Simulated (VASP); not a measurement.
# Cr (Im-3m) in VASP: notebook

Runs on Cr. Level: PBE. Tasks: single point.

Everything below comes from runs of VASP 6.6.1. Logs are shortened: lines on timing, memory, paths and dates and some standing lists are left out, and cuts for length are marked.

## 1. The cell of the first run

It takes space group Im-3m (No. 229, cubic). The conventional cell has a = 2.825 Å, b = 2.825 Å, c = 2.825 Å, α = 90.00°, β = 90.00°, γ = 90.00°. Within 3.2 Å of Cr (site symmetry m-3m) lie 14 Cr at 2.45 to 2.83 Å.

## 2. Single point, PBE, collinear spin, ferromagnetic start (11.27 Å³/atom)

Input file INCAR:

```
SYSTEM = Cr
PREC     = Accurate       ! precision mode
ENCUT    = 500            ! plane-wave cutoff, eV
EDIFF    = 1E-6           ! SCF threshold, eV
ISMEAR   = -1             ! smearing method
SIGMA    = 0.08           ! smearing width, eV
LREAL    = .False.        ! projectors in reciprocal space
LASPH    = .True.         ! aspherical terms in the spheres
NELM     = 200            ! most SCF steps
ALGO     = Normal         ! electronic algorithm
ISIF     = 2              ! what is computed and relaxed
LWAVE    = .False.        ! write WAVECAR
LCHARG   = .False.        ! write CHGCAR
ISPIN    = 2              ! spin polarisation
MAGMOM   = 3              ! initial moments
LORBIT   = 11             ! projections on sites
LMAXMIX  = 4              ! l up to which the mixer works
GGA      = PE             ! functional
NBANDS   = 16             ! bands
GGA_COMPAT= .False.
```

Input file KPOINTS:

```
Automatic mesh
0
Gamma
  18 18 18
  0 0 0
```

Input file POSCAR:

```
Cr
1.0
   -1.4125141895      1.4125141895      1.4125141895
    1.4125141895     -1.4125141895      1.4125141895
    1.4125141895      1.4125141895     -1.4125141895
Cr
1
Direct
    0.0000000000      0.0000000000      0.0000000000
```

Potentials or basis: VASP PAW PBE potentials, release 64 (Cr_pv).

The run is started by

```sh
$ cat potpaw_PBE.64/Cr_pv/POTCAR > POTCAR
$ mpirun -np 1 vasp_std > vasp.out
```

OUTCAR:

```text
SYSTEM = Cr
   PREC = Accurate
   ENCUT = 500
   EDIFF = 1E-6
   ISMEAR = -1
   LREAL = .False.
   LASPH = .True.
   NELM = 200
   ISIF = 2
   ISPIN = 2
   LORBIT = 11
   GGA = PE

 ion  position               nearest neighbor table
   1  0.000  0.000  0.000-

  LATTYP: Found a body centered cubic cell.
 ALAT       =     2.8250283790

  Lattice vectors:

 A1 = (  -1.4125141895,   1.4125141895,   1.4125141895)
 A2 = (   1.4125141895,  -1.4125141895,   1.4125141895)
 A3 = (   1.4125141895,   1.4125141895,  -1.4125141895)

Analysis of symmetry for initial positions (statically):
=====================================================================
 Subroutine PRICEL returns:
 Original cell was already a primitive cell.

 Routine SETGRP: Setting up the symmetry group for a
 body centered cubic supercell.

 Subroutine GETGRP returns: Found 48 space group operations
 (whereof 48 operations were pure point group operations)
 out of a pool of 48 trial point group operations.

The static configuration has the point symmetry O_h .

Analysis of symmetry for dynamics (positions and initial velocities):
=====================================================================
 Subroutine PRICEL returns:
 Original cell was already a primitive cell.

 Routine SETGRP: Setting up the symmetry group for a
 body centered cubic supercell.

 Subroutine GETGRP returns: Found 48 space group operations
 (whereof 48 operations were pure point group operations)
 out of a pool of 48 trial point group operations.

The dynamic configuration has the point symmetry O_h .

Analysis of structural, dynamic, and magnetic symmetry:
=====================================================================
 Subroutine PRICEL returns:
 Original cell was already a primitive cell.

 Routine SETGRP: Setting up the symmetry group for a
 body centered cubic supercell.

 Subroutine GETGRP returns: Found 48 space group operations
 (whereof 48 operations were pure point group operations)
 out of a pool of 48 trial point group operations.

The overall configuration has the point symmetry O_h .

 Subroutine INISYM returns: Found 48 space group operations
 (whereof 48 operations are pure point group operations),
 and found     1 'primitive' translations

----------------------------------------------------------------------------------------

                                     Primitive cell

  volume of cell :      11.2730

  direct lattice vectors                    reciprocal lattice vectors
    -1.412514189  1.412514189  1.412514189     0.000000000  0.353978745  0.353978745
     1.412514189 -1.412514189  1.412514189     0.353978745  0.000000000  0.353978745
     1.412514189  1.412514189 -1.412514189     0.353978745  0.353978745  0.000000000

  length of vectors
     2.446546343  2.446546343  2.446546343     0.500601542  0.500601542  0.500601542

  position of ions in fractional coordinates (direct lattice)
     0.000000000  0.000000000  0.000000000

  ion indices of the primitive-cell ions
   primitive index   ion index
                 1           1

----------------------------------------------------------------------------------------

 KPOINTS: Automatic mesh

Automatic generation of k-mesh.
 Grid dimensions read from file:
 generate k-points for:   18   18   18

 Generating k-lattice:

  Cartesian coordinates                     Fractional coordinates (reciprocal lattice)
     0.000000000  0.019665486  0.019665486     0.055555556  0.000000000  0.000000000
     0.019665486  0.000000000  0.019665486     0.000000000  0.055555556  0.000000000
     0.019665486  0.019665486  0.000000000     0.000000000  0.000000000  0.055555556

  Length of vectors
     0.027811197  0.027811197  0.027811197

  Shift w.r.t. Gamma in fractional coordinates (k-lattice)
     0.000000000  0.000000000  0.000000000

 Subroutine IBZKPT returns following result:
 ===========================================

 Found    195 irreducible k-points:

 Following reciprocal coordinates:
            Coordinates               Weight
  0.000000  0.000000  0.000000      1.000000
  0.055556  0.000000  0.000000     12.000000
  0.111111  0.000000  0.000000     12.000000
  0.166667  0.000000  0.000000     12.000000
  0.222222  0.000000  0.000000     12.000000
  0.277778  0.000000  0.000000     12.000000
[... 16 lines left out ...]
  0.333333  0.111111  0.000000     48.000000
  0.388889  0.111111  0.000000     48.000000
 [... further k-points ...]
   k-points           NKPTS =    195   k-points in BZ     NKDIM =    195   number of bands    NBANDS=     16
   number of dos      NEDOS =    301   number of ions     NIONS =      1
   total plane-waves  NPLWV =   5832
   dimension x,y,z NGX =    18 NGY =   18 NGZ =   18
   dimension x,y,z NGXF=    36 NGYF=   36 NGZF=   36
   ions per type =               1
   NGX,Y,Z   is equivalent  to a cutoff of  12.23, 12.23, 12.23 a.u.
   NGXF,Y,Z  is equivalent  to a cutoff of  24.46, 24.46, 24.46 a.u.
 SYSTEM =  Cr
   PREC   = accura    normal or accurate (medium, high low for compatibility)
   ISTART =      0    job   : 0-new  1-cont  2-samecut
   ICHARG =      2    charge: 1-file 2-atom 10-const
   ISPIN  =      2    spin polarized calculation?
   LNONCOLLINEAR =      F non collinear calculations
   LSORBIT =      F    spin-orbit coupling
   LASPH  =      T    aspherical Exc in radial PAW
   ENCUT  =  500.0 eV  36.75 Ry    6.06 a.u.   4.46  4.46  4.46*2*pi/ulx,y,z
   NELM   =    200;   NELMIN=  2; NELMDL= -5     # of ELM steps
   EDIFF  = 0.1E-05   stopping-criterion for ELM
   LREAL  =      F    real-space projection
   EDIFFG = 0.1E-04   stopping-criterion for IOM
   NSW    =      0    number of steps for IOM
   IBRION =     -1    ionic relax: 0-MD 1-quasi-New 2-CG
   NFREE  =      0    steps in history (QN), initial steepest desc. (CG)
   ISIF   =      2    stress and relaxation
   ISYM   =      2    0-nonsym 1-usesym 2-fastsym
   POTIM  = 0.5000    time-step for ionic-motion
   TEBEG  =    0.0;   TEEND  =   0.0 temperature during run
   PSTRESS=    0.0 pullay stress
   NELECT =      12.0000    total number of electrons
   NUPDOWN=      -1.0000    fix difference up-down
   EMIN   =  10.00;   EMAX   =-10.00  energy-range for DOS
   EFERMI =   0.00;   METHOD = LEGACY
   ISMEAR =    -1;   SIGMA  =   0.08  broadening in eV -4-tet -1-fermi 0-gaus
   EFERMI_NEDOS =   21; number of points for ismear=-14 and -15
   IALGO  =     38    algorithm
   IMIX   =      4    mixing-type and parameters
     AMIX     =   0.40;   BMIX     =  1.00
     AMIX_MAG =   1.60;   BMIX_MAG =  1.00
  volume/ion in A,a.u.               =      11.27        76.07
  Fermi-wavevector in a.u.,A,eV,Ry     =   1.671562  3.158794 38.016294  2.794119
  Thomas-Fermi vector in A             =   2.756863
   LORBIT       =     11    0 simple, 1 ext, 2 COOP (PROOUT), +10 PAW based schemes
   GGA     = PE    functional components
   LHFCALC =     F    Hartree Fock is set to
   AEXX    =    0.0000 exact exchange contribution
   IVDW    =     0    specifies the selected vdW correction
   LEPSILON=     F    determine dielectric tensor
   LRPA    =     F    only Hartree local field effects (RPA)
 spin polarized calculation
  energy-cutoff  :      500.00
  volume of cell :       11.27
 maximum number of plane-waves:       321
 NGX is ok and might be reduce to    18
   NGX =  9   NGY =  9   NGZ =  9

 number of electron      12.0000009 magnetization      -0.0000263

 number of electron      12.0000009 magnetization       0.0000306

 Free energy of the ion-electron system (eV)
  ---------------------------------------------------
  ext. energy  EPLUGINS =         0.00000000
  ---------------------------------------------------
  free energy    TOTEN  =        -9.51650514 eV

  energy without entropy =       -9.49998266  energy(sigma->0) =       -9.50824390

 E-fermi :  11.3400     XC(G=0): -13.8157

 val. band max:       11.3348110765   @ k =  -0.2222   0.3333   0.1111
 cond. band min:      11.3417641668   @ k =  -0.3333   0.3333   0.2222
 fundamental gap:      0.0069530904
 Fermi energy:        11.3400394739

 spin component 1

 k-point     1 :       0.0000    0.0000    0.0000
  band No.  band energies     occupation
      1     -31.3671      1.00000
      2     -31.3671      1.00000
      3     -31.3671      1.00000
      4       3.3803      1.00000
      5      10.3824      0.99999
      6      10.3824      0.99999
[... 8 lines left out ...]
     15      41.5500      0.00000
     16      46.3458      0.00000
[... 419 lines left out ...]
 k-point    24 :       0.3889    0.1111    0.0000
  band No.  band energies     occupation
      1     -32.2923      1.00000
      2     -31.7031      1.00000
      3     -31.4158      1.00000
      4       7.0994      1.00000
      5       8.8747      1.00000
      6      11.0112      0.98387
[... 8 lines left out ...]
     15      42.2017      0.00000
     16      43.0901      0.00000

 [... further k-points ...]

 spin component 2

 k-point     1 :       0.0000    0.0000    0.0000
  band No.  band energies     occupation
      1     -31.3670      1.00000
      2     -31.3670      1.00000
      3     -31.3670      1.00000
      4       3.3803      1.00000
      5      10.3824      0.99999
      6      10.3824      0.99999
[... 8 lines left out ...]
     15      41.5501      0.00000
     16      46.3458      0.00000
[... 419 lines left out ...]
 k-point    24 :       0.3889    0.1111    0.0000
  band No.  band energies     occupation
      1     -32.2923      1.00000
      2     -31.7030      1.00000
      3     -31.4157      1.00000
      4       7.0994      1.00000
      5       8.8747      1.00000
      6      11.0112      0.98386
[... 8 lines left out ...]
     15      42.2017      0.00000
     16      43.0901      0.00000

 [... further k-points ...]

------------------------ aborting loop because EDIFF is reached ----------------------------------------

  FORCE on cell =-STRESS in cart. coord.  units (eV):
  Direction    XX          YY          ZZ          XY          YZ          ZX
  --------------------------------------------------------------------------------------
  -------------------------------------------------------------------------------------
  Total        0.4268422      0.4268422      0.4268422      0.0000000      0.0000000     -0.0000000
  in kB       60.6651819     60.6651819     60.6651819      0.0000000      0.0000000     -0.0000000
  external PRESSURE =      60.6651819 kB  Pullay stress =       0.0000000 kB

 VOLUME and BASIS-vectors are now :
 -----------------------------------------------------------------------------
  energy-cutoff  :      500.00
  volume of cell :       11.27
      direct lattice vectors                 reciprocal lattice vectors
    -1.412514189  1.412514189  1.412514189     0.000000000  0.353978745  0.353978745
     1.412514189 -1.412514189  1.412514189     0.353978745  0.000000000  0.353978745
     1.412514189  1.412514189 -1.412514189     0.353978745  0.353978745  0.000000000

 POSITION                                       TOTAL-FORCE (eV/Angst)
 -----------------------------------------------------------------------------------
      0.00000      0.00000      0.00000         0.000000      0.000000     -0.000000
 -----------------------------------------------------------------------------------
    total drift:                                0.000000     -0.000000      0.000000

  FREE ENERGIE OF THE ION-ELECTRON SYSTEM (eV)
  ---------------------------------------------------
  free  energy   TOTEN  =        -9.5165051381 eV

  energy  without entropy=       -9.4999826579  energy(sigma->0) =       -9.50824390

 total charge

# of ion       s       p       d       tot
------------------------------------------
    1        0.450   6.422   4.242  11.113

 magnetization (x)

# of ion       s       p       d       tot
------------------------------------------
    1       -0.000   0.000   0.000   0.000
```

It took 39 s on 1 thread of AMD EPYC 9R14 (Zen 4), shared host; peak memory 0.13 GiB.

Results:

```
Free energy                                           : -9.5165 eV
Pressure                                              : 6.1 GPa
Band gap on the k mesh                                : zero (filled and empty bands overlap)
Net moment                                            : 0.00 μB per cell
Valence electrons inside the program's atomic spheres : Cr 11.11
```

Levels at points of the mesh, in eV from the Fermi level:
Spin up:
```csv
k point,band 4,band 5,band 6,band 7,band 8,band 9
"(0.00, 0.00, 0.00)",-7.96,-0.96,-0.96,-0.96,1.16,1.16
"(0.50, 0.00, 0.00)",-4.57,-2.56,1.16,1.17,1.52,2.92
"(0.50, 0.50, 0.50)",-4.48,-4.48,2.51,2.51,2.51,7.11
```
Spin down:
```csv
k point,band 3,band 4,band 5,band 6,band 7,band 8,band 9,band 10
"(0.00, 0.00, 0.00)",-42.71,-7.96,-0.96,-0.96,-0.96,1.16,1.16,7.11
"(0.50, 0.00, 0.00)",-42.71,-4.57,-2.56,1.16,1.17,1.52,2.92,7.10
"(0.50, 0.50, 0.50)",-43.38,-4.48,-4.48,2.51,2.51,2.51,7.11,10.82
```

Caveat: the cell stands under pressure.

(Continued in part 2 of 2.)
